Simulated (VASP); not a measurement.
# LiP2 (P4/mbm) in VASP: a series of runs

LiP2 is run at these levels: PBE; tasks: single point.

Program: VASP 6.6.1. These are calculated values, not measurements. Logs are shortened: lines on timing, memory, paths and dates and some standing lists are left out, and cuts for length are marked.

**1. The cell of the first run**

Symmetry: P4/mbm, No. 127, tetragonal system. The conventional cell has a = 5.967 Å, b = 5.967 Å, c = 2.365 Å, α = 90.00°, β = 90.00°, γ = 90.00°. Within 3.1 Å of Li (site symmetry 4/m) lie 4 P at 2.32 Å and 2 Li at 2.36 Å. P (site symmetry m2m) has 3 P at 2.31 to 2.36 Å and 2 Li at 2.32 Å within 3.1 Å.

**2. Single point, PBE**

The input, INCAR:

```
PREC = Accurate
ENCUT = 520
EDIFF = 1E-6
ISMEAR = 0
SIGMA = 0.1
LREAL = F
LASPH = T
NELM = 100
ALGO = Normal
ISIF = 2
LWAVE = F
LCHARG = F
GGA = PE
NBANDS = 22
```

The input, KPOINTS:

```
Automatic mesh
0
Gamma
  4 4 8
```

The input, POSCAR:

```
LiP2
1.0
    5.9667286900      0.0000000000      0.0000000000
    0.0000000000      5.9667286900      0.0000000000
    0.0000000000      0.0000000000      2.3647842100
Li P
2 4
Direct
    0.5000000000      0.5000000000      0.0000000000
    0.0000000000      0.0000000000      0.0000000000
    0.8631799800      0.6368200200      0.0000000000
    0.1368200200      0.3631799800      0.0000000000
    0.6368200200      0.1368200200      0.0000000000
    0.3631799800      0.8631799800      0.0000000000
```

Potentials or basis: VASP PAW PBE potentials, release 64 (Li_sv, P).

Command:

```sh
cat potpaw_PBE.64/Li_sv/POTCAR potpaw_PBE.64/P/POTCAR > POTCAR
mpirun -np 1 vasp_std > vasp.out
```

OUTCAR:

```text
PREC = Accurate
   ENCUT = 520
   EDIFF = 1E-6
   ISMEAR = 0
   LREAL = F
   LASPH = T
   NELM = 100
   ISIF = 2
   GGA = PE

 ion  position               nearest neighbor table
   1  0.500  0.500  0.000-   3 2.32   4 2.32   5 2.32   6 2.32
   2  0.000  0.000  0.000-   3 2.32   4 2.32   5 2.32   6 2.32
   3  0.863  0.637  0.000-   4 2.31   2 2.32   1 2.32
   4  0.137  0.363  0.000-   3 2.31   2 2.32   1 2.32
   5  0.637  0.137  0.000-   6 2.31   2 2.32   1 2.32
   6  0.363  0.863  0.000-   5 2.31   2 2.32   1 2.32

  LATTYP: Found a simple tetragonal cell.
 ALAT       =     5.9667286900
 C/A-ratio  =     0.3963284293

  Lattice vectors:

 A1 = (   5.9667286900,   0.0000000000,   0.0000000000)
 A2 = (   0.0000000000,   5.9667286900,   0.0000000000)
 A3 = (   0.0000000000,   0.0000000000,   2.3647842100)

Analysis of symmetry for initial positions (statically):
=====================================================================
 Subroutine PRICEL returns:
 Original cell was already a primitive cell.

 Routine SETGRP: Setting up the symmetry group for a
 simple tetragonal supercell.

 Subroutine GETGRP returns: Found 16 space group operations
 (whereof  8 operations were pure point group operations)
 out of a pool of 16 trial point group operations.

The static configuration has the point symmetry C_4h.
 The point group associated with its full space group is D_4h.

Analysis of symmetry for dynamics (positions and initial velocities):
=====================================================================
 Subroutine PRICEL returns:
 Original cell was already a primitive cell.

 Routine SETGRP: Setting up the symmetry group for a
 simple tetragonal supercell.

 Subroutine GETGRP returns: Found 16 space group operations
 (whereof  8 operations were pure point group operations)
 out of a pool of 16 trial point group operations.

The dynamic configuration has the point symmetry C_4h.
 The point group associated with its full space group is D_4h.

 Subroutine INISYM returns: Found 16 space group operations
 (whereof  8 operations are pure point group operations),
 and found     1 'primitive' translations

----------------------------------------------------------------------------------------

                                     Primitive cell

  volume of cell :      84.1907

  direct lattice vectors                    reciprocal lattice vectors
     5.966728690  0.000000000  0.000000000     0.167596023  0.000000000  0.000000000
     0.000000000  5.966728690  0.000000000     0.000000000  0.167596023  0.000000000
     0.000000000  0.000000000  2.364784210     0.000000000  0.000000000  0.422871565

  length of vectors
     5.966728690  5.966728690  2.364784210     0.167596023  0.167596023  0.422871565

  position of ions in fractional coordinates (direct lattice)
     0.500000000  0.500000000  0.000000000
     0.000000000  0.000000000  0.000000000
     0.863179980  0.636820020  0.000000000
     0.136820020  0.363179980  0.000000000
     0.636820020  0.136820020  0.000000000
     0.363179980  0.863179980  0.000000000

  ion indices of the primitive-cell ions
   primitive index   ion index
                 1           1
                 2           2
                 3           3
                 4           4
                 5           5
                 6           6

----------------------------------------------------------------------------------------

 KPOINTS: Automatic mesh

Automatic generation of k-mesh.
 Grid dimensions read from file:
 generate k-points for:    4    4    8

 Generating k-lattice:

  Cartesian coordinates                     Fractional coordinates (reciprocal lattice)
     0.041899006  0.000000000  0.000000000     0.250000000  0.000000000  0.000000000
     0.000000000  0.041899006  0.000000000     0.000000000  0.250000000  0.000000000
     0.000000000  0.000000000  0.052858946     0.000000000  0.000000000  0.125000000

  Length of vectors
     0.041899006  0.041899006  0.052858946

  Shift w.r.t. Gamma in fractional coordinates (k-lattice)
     0.000000000  0.000000000  0.000000000

 Subroutine IBZKPT returns following result:
 ===========================================

 Found     30 irreducible k-points:

 Following reciprocal coordinates:
            Coordinates               Weight
  0.000000  0.000000  0.000000      1.000000
  0.250000  0.000000  0.000000      4.000000
  0.500000  0.000000  0.000000      2.000000
  0.250000  0.250000  0.000000      4.000000
  0.500000  0.250000  0.000000      4.000000
  0.500000  0.500000  0.000000      1.000000
[... 16 lines left out ...]
  0.500000  0.250000  0.375000      8.000000
  0.500000  0.500000  0.375000      2.000000
 [... further k-points ...]
   k-points           NKPTS =     30   k-points in BZ     NKDIM =     30   number of bands    NBANDS=     22
   number of dos      NEDOS =    301   number of ions     NIONS =      6
   total plane-waves  NPLWV =  41472
   dimension x,y,z NGX =    48 NGY =   48 NGZ =   18
   dimension x,y,z NGXF=    96 NGYF=   96 NGZF=   36
   ions per type =               2   4
   NGX,Y,Z   is equivalent  to a cutoff of  13.37, 13.37, 12.65 a.u.
   NGXF,Y,Z  is equivalent  to a cutoff of  26.75, 26.75, 25.31 a.u.
 SYSTEM =  unknown system
   PREC   = accura    normal or accurate (medium, high low for compatibility)
   ISTART =      0    job   : 0-new  1-cont  2-samecut
   ICHARG =      2    charge: 1-file 2-atom 10-const
   ISPIN  =      1    spin polarized calculation?
   LNONCOLLINEAR =      F non collinear calculations
   LSORBIT =      F    spin-orbit coupling
   LASPH  =      T    aspherical Exc in radial PAW
   ENCUT  =  520.0 eV  38.22 Ry    6.18 a.u.  11.09 11.09  4.40*2*pi/ulx,y,z
   NELM   =    100;   NELMIN=  2; NELMDL= -5     # of ELM steps
   EDIFF  = 0.1E-05   stopping-criterion for ELM
   LREAL  =      F    real-space projection
   EDIFFG = 0.1E-04   stopping-criterion for IOM
   NSW    =      0    number of steps for IOM
   IBRION =     -1    ionic relax: 0-MD 1-quasi-New 2-CG
   NFREE  =      0    steps in history (QN), initial steepest desc. (CG)
   ISIF   =      2    stress and relaxation
   ISYM   =      2    0-nonsym 1-usesym 2-fastsym
   POTIM  = 0.5000    time-step for ionic-motion
   TEBEG  =    0.0;   TEEND  =   0.0 temperature during run
   PSTRESS=    0.0 pullay stress
   NELECT =      26.0000    total number of electrons
   NUPDOWN=      -1.0000    fix difference up-down
   EMIN   =  10.00;   EMAX   =-10.00  energy-range for DOS
   EFERMI =   0.00;   METHOD = LEGACY
   ISMEAR =     0;   SIGMA  =   0.10  broadening in eV -4-tet -1-fermi 0-gaus
   EFERMI_NEDOS =   21; number of points for ismear=-14 and -15
   IALGO  =     38    algorithm
   IMIX   =      4    mixing-type and parameters
     AMIX     =   0.40;   BMIX     =  1.00
     AMIX_MAG =   1.60;   BMIX_MAG =  1.00
  volume/ion in A,a.u.               =      14.03        94.69
  Fermi-wavevector in a.u.,A,eV,Ry     =   1.106568  2.091109 16.660220  1.224492
  Thomas-Fermi vector in A             =   2.243070
   LORBIT       =      0    0 simple, 1 ext, 2 COOP (PROOUT), +10 PAW based schemes
   GGA     = PE    functional components
   LHFCALC =     F    Hartree Fock is set to
   AEXX    =    0.0000 exact exchange contribution
   IVDW    =     0    specifies the selected vdW correction
   LEPSILON=     F    determine dielectric tensor
   LRPA    =     F    only Hartree local field effects (RPA)
 non-spin polarized calculation
 Gauss-broadening in eV      SIGMA  =   0.10
  energy-cutoff  :      520.00
  volume of cell :       84.19
 maximum number of plane-waves:      2312
 NGX is ok and might be reduce to    48
   NGX = 23   NGY = 23   NGZ =  9

 number of electron      25.9999997 magnetization

 Free energy of the ion-electron system (eV)
  ---------------------------------------------------
  ext. energy  EPLUGINS =         0.00000000
  ---------------------------------------------------
  free energy    TOTEN  =       -24.91846252 eV

  energy without entropy =      -24.90526376  energy(sigma->0) =      -24.91186314

 E-fermi :   6.9956     XC(G=0): -10.3116

 val. band max:        6.9798733074   @ k =   0.5000   0.5000   0.5000
 cond. band min:       6.9996901703   @ k =   0.2500   0.2500   0.3750
 fundamental gap:      0.0198168630
 Fermi energy:         6.9955790225

 k-point     1 :       0.0000    0.0000    0.0000
  band No.  band energies     occupation
      1     -38.9329      2.00000
      2     -38.9324      2.00000
      3      -7.7351      2.00000
      4      -6.3738      2.00000
      5      -4.5041      2.00000
      6      -4.5041      2.00000
[... 14 lines left out ...]
     21      15.1649      0.00000
     22      15.5290      0.00000

 k-point     2 :       0.2500    0.0000    0.0000
  band No.  band energies     occupation
      1     -38.9329      2.00000
      2     -38.9325      2.00000
      3      -7.5969      2.00000
      4      -6.6804      2.00000
      5      -4.4205      2.00000
      6      -4.3485      2.00000
[... 14 lines left out ...]
     21      15.2839      0.00000
     22      15.3816      0.00000

 k-point     3 :       0.5000    0.0000    0.0000
  band No.  band energies     occupation
      1     -38.9327      2.00000
      2     -38.9327      2.00000
      3      -7.2076      2.00000
      4      -7.2076      2.00000
      5      -4.2825      2.00000
      6      -4.2825      2.00000
[... 14 lines left out ...]
     21      15.3779      0.00000
     22      15.3779      0.00000
[... 476 lines left out ...]
 k-point    23 :       0.5000    0.2500    0.3750
  band No.  band energies     occupation
      1     -38.8609      2.00000
      2     -38.8609      2.00000
      3      -3.7978      2.00000
      4      -3.7978      2.00000
      5      -1.0014      2.00000
      6      -1.0014      2.00000
[... 14 lines left out ...]
     21      13.0169      0.00000
     22      13.0169      0.00000

 k-point    24 :       0.5000    0.5000    0.3750
  band No.  band energies     occupation
      1     -38.8610      2.00000
      2     -38.8610      2.00000
      3      -3.7666      2.00000
      4      -3.7666      2.00000
      5      -1.1381      2.00000
      6      -1.1381      2.00000
[... 14 lines left out ...]
     21      12.9763      0.00000
     22      12.9763      0.00000

 [... further k-points ...]

------------------------ aborting loop because EDIFF is reached ----------------------------------------

  FORCE on cell =-STRESS in cart. coord.  units (eV):
  Direction    XX          YY          ZZ          XY          YZ          ZX
  --------------------------------------------------------------------------------------
  -------------------------------------------------------------------------------------
  Total        2.8211046      2.8211046      9.1986015      0.0000000      0.0000000      0.0000000
  in kB       53.6865709     53.6865709    175.0524889      0.0000000      0.0000000      0.0000000
  external PRESSURE =      94.1418769 kB  Pullay stress =       0.0000000 kB

 VOLUME and BASIS-vectors are now :
 -----------------------------------------------------------------------------
  energy-cutoff  :      520.00
  volume of cell :       84.19
      direct lattice vectors                 reciprocal lattice vectors
     5.966728690  0.000000000  0.000000000     0.167596023  0.000000000  0.000000000
     0.000000000  5.966728690  0.000000000     0.000000000  0.167596023  0.000000000
     0.000000000  0.000000000  2.364784210     0.000000000  0.000000000  0.422871565

 POSITION                                       TOTAL-FORCE (eV/Angst)
 -----------------------------------------------------------------------------------
      2.98336      2.98336      0.00000        -0.000000      0.000000     -0.000000
      0.00000      0.00000      0.00000        -0.000000      0.000000     -0.000000
      5.15036      3.79973      0.00000         1.090404     -1.090404      0.000000
      0.81637      2.16700      0.00000        -1.090404      1.090404     -0.000000
      3.79973      0.81637      0.00000        -1.090404     -1.090404     -0.000000
      2.16700      5.15036      0.00000         1.090404      1.090404     -0.000000
 -----------------------------------------------------------------------------------
    total drift:                                0.000000     -0.000000      0.000000

  FREE ENERGIE OF THE ION-ELECTRON SYSTEM (eV)
  ---------------------------------------------------
  free  energy   TOTEN  =       -24.9184625175 eV

  energy  without entropy=      -24.9052637562  energy(sigma->0) =      -24.91186314
```

It took 18 s on 1 thread of Intel Xeon 6975P-C (Granite Rapids), shared host; peak memory 0.21 GiB.

Results:

* Free energy: -24.9185 eV
* Largest force: 1.542 eV/Å
* Band gap on the k mesh: zero (band 13 reaches 9.37 eV, above the bottom of band 14 at 5.27 eV)

Forces in eV/Å, atoms in the order of the input:
```
Li   0.000  0.000  0.000
Li   0.000  0.000  0.000
P    1.090 -1.090  0.000
P   -1.090  1.090  0.000
P   -1.090 -1.090  0.000
P    1.090  1.090  0.000
```

Levels at points of the mesh, in eV from the Fermi level:
```tsv
k point	band 10	band 11	band 12	band 13	band 14	band 15
(0.00, 0.00, 0.00)	-4.76	-4.73	-0.09	2.14	2.14	4.87
(0.50, 0.00, 0.00)	-3.70	-2.20	-2.20	0.39	0.39	5.24
(0.50, 0.50, 0.00)	-4.58	-3.19	-3.19	1.39	1.39	4.39
(0.00, 0.00, 0.50)	-4.81	-1.33	-1.01	-1.01	-0.79	-0.05
(0.50, 0.00, 0.50)	-4.77	-2.37	-2.37	0.37	0.37	1.42
(0.50, 0.50, 0.50)	-5.08	-1.19	-1.19	-0.02	-0.02	0.76
```

Caveat: the cutoff is under 1.25 times the usual one of these potentials, so pressure, stress and relaxed cells hold a basis-set (Pulay) error; forces of over 1 eV/Å act on the atoms, so gaps and moduli don't describe the material at rest.

**3. Single point, PBE**

This run uses another cell than the first one, of 17.46 Å³/atom, 1.244 times its volume.

The input, INCAR:

```
PREC = Accurate
ENCUT = 520
EDIFF = 1E-7
ISMEAR = 0
SIGMA = 0.1
LREAL = False
LASPH = True
NELM = 100
ALGO = Normal
ISIF = 2
LWAVE = False
LCHARG = False
GGA = PE
NBANDS = 22
```

KPOINTS is that of step 2.

The input, POSCAR:

```
LiP2
1.0
    6.3830083766      0.0000000000      0.0000000000
    0.0000000000      6.3830083766      0.0000000000
    0.0000000000      0.0000000000      2.5706040606
Li P
2 4
Direct
    0.5000000000      0.5000000000      0.0000000000
    0.0000000000      0.0000000000      0.0000000000
    0.8827577719      0.6172422281      0.0000000000
    0.1172422281      0.3827577719      0.0000000000
    0.6172422281      0.1172422281      0.0000000000
    0.3827577719      0.8827577719      0.0000000000
```

Potentials or basis: VASP PAW PBE potentials, release 64 (Li_sv, P).

Command:

```sh
cat potpaw_PBE.64/Li_sv/POTCAR potpaw_PBE.64/P/POTCAR > POTCAR
mpirun -np 1 vasp_std > vasp.out
```

Run time: 23 s. Hardware: 1 thread of Intel Xeon 6975P-C (Granite Rapids), shared host; peak memory 0.22 GiB.

Results (log left out):

```
Free energy            : -26.0216 eV
Largest force          : 0.058 eV/Å
Band gap on the k mesh : zero (band 13 reaches 7.99 eV, above the bottom of band 14 at 3.26 eV)
```

Forces on the atoms (eV/Å):
```
Li   0.000  0.000  0.000
Li   0.000  0.000  0.000
P    0.041 -0.041  0.000
P   -0.041  0.041  0.000
P   -0.041 -0.041  0.000
P    0.041  0.041  0.000
```

Levels at points of the mesh, in eV from the Fermi level:
| k point | band 10 | band 11 | band 12 | band 13 | band 14 | band 15 | band 16 | band 17 |
| --- | --- | --- | --- | --- | --- | --- | --- | --- |
| (0.00, 0.00, 0.00) | -3.95 | -2.94 | 0.68 | 3.62 | 3.62 | 4.64 | 5.10 | 5.10 |
| (0.50, 0.00, 0.00) | -2.62 | -1.34 | -1.34 | 1.94 | 1.94 | 5.62 | 5.62 | 5.70 |
| (0.50, 0.50, 0.00) | -3.68 | -1.50 | -1.50 | 3.35 | 3.35 | 4.07 | 4.07 | 5.12 |
| (0.00, 0.00, 0.50) | -2.84 | -1.26 | -0.97 | -0.83 | -0.83 | 0.77 | 2.33 | 3.06 |
| (0.50, 0.00, 0.50) | -2.87 | -1.95 | -1.95 | 0.20 | 0.20 | 1.76 | 1.76 | 2.40 |
| (0.50, 0.50, 0.50) | -3.05 | -1.24 | -1.24 | -0.44 | -0.44 | 1.50 | 1.50 | 2.94 |

Caveat: the cutoff is under 1.25 times the usual one of these potentials, so pressure, stress and relaxed cells hold a basis-set (Pulay) error.
